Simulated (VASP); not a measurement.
# Hf (P6_3/mmc) in VASP: notebook

Runs on Hf. Level: PBEsol. Tasks: single point, relaxation of cell and atoms.

Program: VASP 6.6.1. These are calculated values, not measurements. Logs are shortened: lines on timing, memory, paths and dates and some standing lists are left out, and cuts for length are marked.

## Step 1: The cell of the first run

It takes space group P6_3/mmc (No. 194, hexagonal). Conventional cell: a = 3.161 Å, b = 3.161 Å, c = 5.004 Å, α = 90.00°, β = 90.00°, γ = 120.00°. Hf (site symmetry -6m2) has 12 Hf at 3.10 to 3.16 Å within 4.1 Å.

## Step 2: Single point, PBEsol

INCAR reads:

```
ALGO = Normal ; EDIFF = 1E-7
ENCUT = 520 ; GGA = PS
ISIF = 2 ; ISMEAR = 0
LASPH = True ; LCHARG = False
LREAL = False ; LWAVE = False
NBANDS = 17 ; NELM = 100
PREC = Accurate ; SIGMA = 0.05
```

KPOINTS reads:

```
k-points
0
Gamma
  8 8 5
```

POSCAR reads:

```
Hf
1.0
    3.1612480437      0.0000000000      0.0000000000
   -1.5806240218      2.7377211135      0.0000000000
    0.0000000000      0.0000000000      5.0035138916
Hf
2
Direct
    0.3333333333      0.6666666667      0.2500000000
    0.6666666667      0.3333333333      0.7500000000
```

Potentials or basis: VASP PAW PBE potentials, release 64 (Hf_pv).

The run is started by

```
$ cat potpaw_PBE.64/Hf_pv/POTCAR > POTCAR
$ mpirun -np 1 vasp_std > vasp.out
```

OUTCAR:

```text
EDIFF = 1E-7
   ENCUT = 520
   GGA = PS
   ISIF = 2
   ISMEAR = 0
   LASPH = True
   LREAL = False
   NELM = 100
   PREC = Accurate

 ion  position               nearest neighbor table
   1  0.333  0.667  0.250-   2 3.10   2 3.10   2 3.10   2 3.10   2 3.10   2 3.10
   2  0.667  0.333  0.750-   1 3.10   1 3.10   1 3.10   1 3.10   1 3.10   1 3.10

  LATTYP: Found a hexagonal cell.
 ALAT       =     3.1612480437
 C/A-ratio  =     1.5827653580

  Lattice vectors:

 A1 = (   3.1612480437,   0.0000000000,   0.0000000000)
 A2 = (  -1.5806240218,   2.7377211135,   0.0000000000)
 A3 = (   0.0000000000,   0.0000000000,   5.0035138916)

Analysis of symmetry for initial positions (statically):
=====================================================================
 Subroutine PRICEL returns:
 Original cell was already a primitive cell.

 Routine SETGRP: Setting up the symmetry group for a
 hexagonal supercell.

 Subroutine GETGRP returns: Found 24 space group operations
 (whereof 12 operations were pure point group operations)
 out of a pool of 24 trial point group operations.

The static configuration has the point symmetry D_3d.
 The point group associated with its full space group is D_6h.

Analysis of symmetry for dynamics (positions and initial velocities):
=====================================================================
 Subroutine PRICEL returns:
 Original cell was already a primitive cell.

 Routine SETGRP: Setting up the symmetry group for a
 hexagonal supercell.

 Subroutine GETGRP returns: Found 24 space group operations
 (whereof 12 operations were pure point group operations)
 out of a pool of 24 trial point group operations.

The dynamic configuration has the point symmetry D_3d.
 The point group associated with its full space group is D_6h.

 Subroutine INISYM returns: Found 24 space group operations
 (whereof 12 operations are pure point group operations),
 and found     1 'primitive' translations

----------------------------------------------------------------------------------------

                                     Primitive cell

  volume of cell :      43.3035

  direct lattice vectors                    reciprocal lattice vectors
     3.161248044  0.000000000  0.000000000     0.316330761  0.182633650  0.000000000
    -1.580624022  2.737721114  0.000000000     0.000000000  0.365267300  0.000000000
     0.000000000  0.000000000  5.003513892     0.000000000  0.000000000  0.199859543

  length of vectors
     3.161248044  3.161248044  5.003513892     0.365267300  0.365267300  0.199859543

  position of ions in fractional coordinates (direct lattice)
     0.333333333  0.666666667  0.250000000
     0.666666667  0.333333333  0.750000000

  ion indices of the primitive-cell ions
   primitive index   ion index
                 1           1
                 2           2

----------------------------------------------------------------------------------------

 KPOINTS: k-points

Automatic generation of k-mesh.
 Grid dimensions read from file:
 generate k-points for:    8    8    5

 Generating k-lattice:

  Cartesian coordinates                     Fractional coordinates (reciprocal lattice)
     0.039541345  0.022829206  0.000000000     0.125000000 -0.000000000  0.000000000
     0.000000000  0.045658413  0.000000000     0.000000000  0.125000000  0.000000000
     0.000000000  0.000000000  0.039971909     0.000000000  0.000000000  0.200000000

  Length of vectors
     0.045658413  0.045658413  0.039971909

  Shift w.r.t. Gamma in fractional coordinates (k-lattice)
     0.000000000  0.000000000  0.000000000

 Subroutine IBZKPT returns following result:
 ===========================================

 Found     30 irreducible k-points:

 Following reciprocal coordinates:
            Coordinates               Weight
  0.000000  0.000000  0.000000      1.000000
  0.125000  0.000000  0.000000      6.000000
  0.250000  0.000000  0.000000      6.000000
  0.375000  0.000000  0.000000      6.000000
  0.500000  0.000000  0.000000      3.000000
  0.125000  0.125000  0.000000      6.000000
[... 16 lines left out ...]
  0.250000  0.000000  0.400000     12.000000
  0.375000  0.000000  0.400000     12.000000
 [... further k-points ...]
   k-points           NKPTS =     30   k-points in BZ     NKDIM =     30   number of bands    NBANDS=     17
   number of dos      NEDOS =    301   number of ions     NIONS =      2
   total plane-waves  NPLWV =  23040
   dimension x,y,z NGX =    24 NGY =   24 NGZ =   40
   dimension x,y,z NGXF=    48 NGYF=   48 NGZF=   80
   ions per type =               2
   NGX,Y,Z   is equivalent  to a cutoff of  12.62, 12.62, 13.29 a.u.
   NGXF,Y,Z  is equivalent  to a cutoff of  25.24, 25.24, 26.58 a.u.
 SYSTEM =  unknown system
   PREC   = accura    normal or accurate (medium, high low for compatibility)
   ISTART =      0    job   : 0-new  1-cont  2-samecut
   ICHARG =      2    charge: 1-file 2-atom 10-const
   ISPIN  =      1    spin polarized calculation?
   LNONCOLLINEAR =      F non collinear calculations
   LSORBIT =      F    spin-orbit coupling
   LASPH  =      T    aspherical Exc in radial PAW
   ENCUT  =  520.0 eV  38.22 Ry    6.18 a.u.   5.88  5.88  9.30*2*pi/ulx,y,z
   NELM   =    100;   NELMIN=  2; NELMDL= -5     # of ELM steps
   EDIFF  = 0.1E-06   stopping-criterion for ELM
   LREAL  =      F    real-space projection
   EDIFFG = 0.1E-05   stopping-criterion for IOM
   NSW    =      0    number of steps for IOM
   IBRION =     -1    ionic relax: 0-MD 1-quasi-New 2-CG
   NFREE  =      0    steps in history (QN), initial steepest desc. (CG)
   ISIF   =      2    stress and relaxation
   ISYM   =      2    0-nonsym 1-usesym 2-fastsym
   POTIM  = 0.5000    time-step for ionic-motion
   TEBEG  =    0.0;   TEEND  =   0.0 temperature during run
   PSTRESS=    0.0 pullay stress
   NELECT =      20.0000    total number of electrons
   NUPDOWN=      -1.0000    fix difference up-down
   EMIN   =  10.00;   EMAX   =-10.00  energy-range for DOS
   EFERMI =   0.00;   METHOD = LEGACY
   ISMEAR =     0;   SIGMA  =   0.05  broadening in eV -4-tet -1-fermi 0-gaus
   EFERMI_NEDOS =   21; number of points for ismear=-14 and -15
   IALGO  =     38    algorithm
   IMIX   =      4    mixing-type and parameters
     AMIX     =   0.40;   BMIX     =  1.00
     AMIX_MAG =   1.60;   BMIX_MAG =  1.00
  volume/ion in A,a.u.               =      21.65       146.11
  Fermi-wavevector in a.u.,A,eV,Ry     =   1.265447  2.391348 21.787763  1.601355
  Thomas-Fermi vector in A             =   2.398699
   LORBIT       =      0    0 simple, 1 ext, 2 COOP (PROOUT), +10 PAW based schemes
   GGA     = PS    functional components
   LHFCALC =     F    Hartree Fock is set to
   AEXX    =    0.0000 exact exchange contribution
   IVDW    =     0    specifies the selected vdW correction
   LEPSILON=     F    determine dielectric tensor
   LRPA    =     F    only Hartree local field effects (RPA)
 non-spin polarized calculation
 Gauss-broadening in eV      SIGMA  =   0.05
  energy-cutoff  :      520.00
  volume of cell :       43.30
 maximum number of plane-waves:      1180
 NGX is ok and might be reduce to    24
   NGX = 11   NGY = 11   NGZ = 19

 number of electron      19.9999996 magnetization

 Free energy of the ion-electron system (eV)
  ---------------------------------------------------
  ext. energy  EPLUGINS =         0.00000000
  ---------------------------------------------------
  free energy    TOTEN  =       -21.01025524 eV

  energy without entropy =      -21.00785360  energy(sigma->0) =      -21.00905442

 E-fermi :   5.0891     XC(G=0): -11.5419

 val. band max:        4.9585038645   @ k =   0.0000   0.0000   0.4000
 cond. band min:       5.0980687571   @ k =   0.2500   0.2500   0.4000
 fundamental gap:      0.1395648926
 Fermi energy:         5.0890747164

 k-point     1 :       0.0000    0.0000    0.0000
  band No.  band energies     occupation
      1     -26.0305      2.00000
      2     -25.1904      2.00000
      3     -25.1904      2.00000
      4     -25.0575      2.00000
      5     -25.0479      2.00000
      6     -25.0479      2.00000
[... 9 lines left out ...]
     16       7.6727      0.00000
     17      10.4867      0.00000

 k-point     2 :       0.1250    0.0000    0.0000
  band No.  band energies     occupation
      1     -25.9858      2.00000
      2     -25.2850      2.00000
      3     -25.2217      2.00000
      4     -25.1470      2.00000
      5     -25.0783      2.00000
      6     -25.0607      2.00000
[... 9 lines left out ...]
     16       7.4570      0.00000
     17      10.8251      0.00000

 k-point     3 :       0.2500    0.0000    0.0000
  band No.  band energies     occupation
      1     -25.8653      2.00000
      2     -25.5133      2.00000
      3     -25.3732      2.00000
      4     -25.2930      2.00000
      5     -25.1409      2.00000
      6     -25.0950      2.00000
[... 9 lines left out ...]
     16       8.6848      0.00000
     17      11.3291      0.00000

 k-point     4 :       0.3750    0.0000    0.0000
  band No.  band energies     occupation
      1     -25.7400      2.00000
      2     -25.7106      2.00000
      3     -25.5841      2.00000
      4     -25.3604      2.00000
      5     -25.2372      2.00000
      6     -25.1321      2.00000
[... 9 lines left out ...]
     16      10.3630      0.00000
     17      11.6117      0.00000
[... 343 lines left out ...]
      1     -25.7100      2.00000
      2     -25.4524      2.00000
      3     -25.2124      2.00000
      4     -25.1665      2.00000
      5     -25.1485      2.00000
      6     -25.1168      2.00000
[... 9 lines left out ...]
     16       9.3433      0.00000
     17      10.3403      0.00000

 k-point    23 :       0.2500    0.0000    0.4000
  band No.  band energies     occupation
      1     -25.7479      2.00000
      2     -25.6059      2.00000
      3     -25.3325      2.00000
      4     -25.2254      2.00000
      5     -25.2150      2.00000
      6     -25.1642      2.00000
[... 9 lines left out ...]
     16       9.4767      0.00000
     17      10.3575      0.00000

 k-point    24 :       0.3750    0.0000    0.4000
  band No.  band energies     occupation
      1     -25.8649      2.00000
      2     -25.7926      2.00000
      3     -25.3603      2.00000
      4     -25.2827      2.00000
      5     -25.2454      2.00000
      6     -25.2121      2.00000
[... 9 lines left out ...]
     16      10.4302      0.00000
     17      10.8932      0.00000

 [... further k-points ...]
[... 5 lines left out ...]
  --------------------------------------------------------------------------------------
  -------------------------------------------------------------------------------------
  Total       -0.0839923     -0.0839923     -0.1335157     -0.0000000     -0.0000000      0.0000000
  in kB       -3.1076138     -3.1076138     -4.9399217     -0.0000000     -0.0000000      0.0000000
  external PRESSURE =      -3.7183831 kB  Pullay stress =       0.0000000 kB

 VOLUME and BASIS-vectors are now :
 -----------------------------------------------------------------------------
  energy-cutoff  :      520.00
  volume of cell :       43.30
      direct lattice vectors                 reciprocal lattice vectors
     3.161248044  0.000000000  0.000000000     0.316330761  0.182633650  0.000000000
    -1.580624022  2.737721114  0.000000000     0.000000000  0.365267300  0.000000000
     0.000000000  0.000000000  5.003513892     0.000000000  0.000000000  0.199859543

 POSITION                                       TOTAL-FORCE (eV/Angst)
 -----------------------------------------------------------------------------------
     -0.00000      1.82515      1.25088         0.000000      0.000000      0.000000
      1.58062      0.91257      3.75264        -0.000000      0.000000      0.000000
 -----------------------------------------------------------------------------------
    total drift:                               -0.000000      0.000000     -0.000000

  FREE ENERGIE OF THE ION-ELECTRON SYSTEM (eV)
  ---------------------------------------------------
  free  energy   TOTEN  =       -21.0102552373 eV

  energy  without entropy=      -21.0078536004  energy(sigma->0) =      -21.00905442
```

Wall time 25 s (1 thread of AMD EPYC 7R43 (Zen 3), shared host); peak memory 0.13 GiB.

Results:

```
Free energy            : -21.0103 eV
Pressure               : -0.4 GPa
Band gap on the k mesh : zero (band 10 reaches 6.16 eV, above the bottom of band 11 at 4.71 eV)
```

Caveat: the PAW data sets were made with another functional, which shifts forces and pressure a little; spin-orbit coupling is left out, which moves the levels of the heavy elements.

## Step 3: Relaxation of cell and atoms, PBEsol

This run uses another cell than the first one, of 22.38 Å³/atom, 1.034 times its volume.

INCAR reads:

```
PREC = Accurate
ENCUT = 600
EDIFF = 1E-6
ISMEAR = 0
SIGMA = 0.05
LREAL = False
LASPH = True
NELM = 60
ALGO = Normal
ISIF = 3
LWAVE = False
LCHARG = False
GGA = PS
IBRION = 2
NSW = 60
EDIFFG = -0.01
```

KPOINTS reads:

```
regular mesh
0
Gamma
  8 8 5
```

POSCAR reads:

```
Hf
1.0
    3.1967000000      0.0000000000      0.0000000000
   -1.5983500000      2.7684234083      0.0000000000
    0.0000000000      0.0000000000      5.0578000000
Hf
2
Direct
    0.3333333333      0.6666666667      0.2500000000
    0.6666666667      0.3333333333      0.7500000000
```

Potentials or basis: VASP PAW PBE potentials, release 64 (Hf_pv).

The run is started by

```
$ cat potpaw_PBE.64/Hf_pv/POTCAR > POTCAR
$ mpirun -np 1 vasp_std > vasp.out
```

Run time: 59 s. Hardware: 1 thread of AMD EPYC 7R43 (Zen 3), shared host; peak memory 0.16 GiB.

Results (log left out):

```
Free energy                            : -21.0110 eV
Relaxed volume                         : 21.58 Å³/atom
Relaxed cell                           : a = 3.158 Å, b = 3.158 Å, c = 4.996 Å, α = 90.00°, β = 90.00°, γ = 120.00°
Space group after relaxing (to 0.05 Å) : P6_3/mmc (No. 194)
Energy gained by relaxing              : 10.0 meV/atom
Ionic steps                            : 4
Pressure after relaxing                : 0.0 GPa
Band gap on the k mesh                 : zero (band 10 reaches 6.19 eV, above the bottom of band 11 at 4.73 eV)
```

Stress tensor (GPa, compression positive):
```
 0.07  0.00  0.00
 0.00  0.07  0.00
 0.00  0.00 -0.02
```

Step by step:
| step | energy change (eV) | largest force (eV/Å) | pressure (GPa) | volume (Å³) |
| --- | --- | --- | --- | --- |
| 1 | 0.0000 | 0.0000 | -3.92 | 44.76 |
| 2 | 0.0110 | 0.0000 | 5.54 | 41.31 |
| 3 | -0.0200 | 0.0000 | -0.04 | 43.18 |
| 4 | -0.0200 | 0.0000 | 0.04 | 43.15 |

Final structure:
```
Hf
1.0
     3.15816    0.00000    0.00000
    -1.57908    2.73505    0.00000
     0.00000    0.00000    4.99566
Hf
2
Direct
  0.33333 0.66667 0.25000
  0.66667 0.33333 0.75000
```

Levels at points of the mesh, in eV from the Fermi level:
| k point | band 7 | band 8 | band 9 | band 10 | band 11 | band 12 | band 13 | band 14 |
| --- | --- | --- | --- | --- | --- | --- | --- | --- |
| (0.00, 0.00, 0.00) | -7.61 | -3.93 | 0.70 | 1.07 | 1.07 | 1.36 | 1.93 | 1.93 |
| (0.50, 0.00, 0.00) | -3.52 | -2.99 | -2.45 | -0.83 | 0.65 | 0.81 | 1.64 | 6.03 |

Caveat: the PAW data sets were made with another functional, which shifts forces and pressure a little; spin-orbit coupling is left out, which moves the levels of the heavy elements.
